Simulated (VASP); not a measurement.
A run of VASP 6.6.1 is set up as follows.

File INCAR:

```
SYSTEM = SiNi
PREC     = Accurate       ! precision mode
ENCUT    = 600            ! plane-wave cutoff, eV
EDIFF    = 1E-6           ! SCF threshold, eV
ISMEAR   = -1             ! smearing method
SIGMA    = 0.1            ! smearing width, eV
LREAL    = .FALSE.        ! projectors in reciprocal space
LASPH    = .TRUE.         ! aspherical terms in the spheres
NELM     = 80             ! most SCF steps
ALGO     = Normal         ! electronic algorithm
ISIF     = 3              ! what is computed and relaxed
LWAVE    = .FALSE.        ! write WAVECAR
LCHARG   = .FALSE.        ! write CHGCAR
GGA      = PE             ! functional
IBRION   = 2              ! ionic algorithm
NSW      = 32             ! ionic steps
EDIFFG   = -0.005         ! ionic threshold
PSTRESS  = 300.0
```

The input KPOINTS:

```
Automatic mesh
0
G
  13 13 13
  0 0 0
```

POSCAR

```
SiNi
1.0
    0.0000000000      2.4096336304      2.4096336304
    2.4096336304      0.0000000000      2.4096336304
    2.4096336304      2.4096336304      0.0000000000
Ni Si
1 1
Direct
    0.0000000000      0.0000000000      0.0000000000
    0.2500000000      0.2500000000      0.2500000000
```

Potentials or basis: VASP PAW PBE potentials, release 64 (Ni, Si).

The run is started by

```bash
$ cat potpaw_PBE.64/Ni/POTCAR potpaw_PBE.64/Si/POTCAR > POTCAR
$ mpirun -np 1 vasp_std > vasp.out
```

Q: What does it give for the band gap on the k mesh?

A: Zero (bands 7 and 8 overlap by 7.70 eV).

Q: Estimate the space group after relaxing (to 0.1 Å).

A: F-43m (No. 216).

Q: Estimate the relaxed cell.

A: a = 3.407 Å, b = 3.407 Å, c = 3.407 Å, α = 60.00°, β = 60.00°, γ = 60.00°.

Final structure:
```
Ni Si
1.0
     0.00000    2.40917    2.40917
     2.40917    0.00000    2.40917
     2.40917    2.40917    0.00000
Ni Si
1 1
Direct
  0.00000 0.00000 0.00000
  0.25000 0.25000 0.25000
```

Caveat: the cell is relaxed towards a set pressure, so the run minimises the enthalpy, not the energy. Spin polarisation is off, so any magnetic state and its effect on volume and gap are missing.
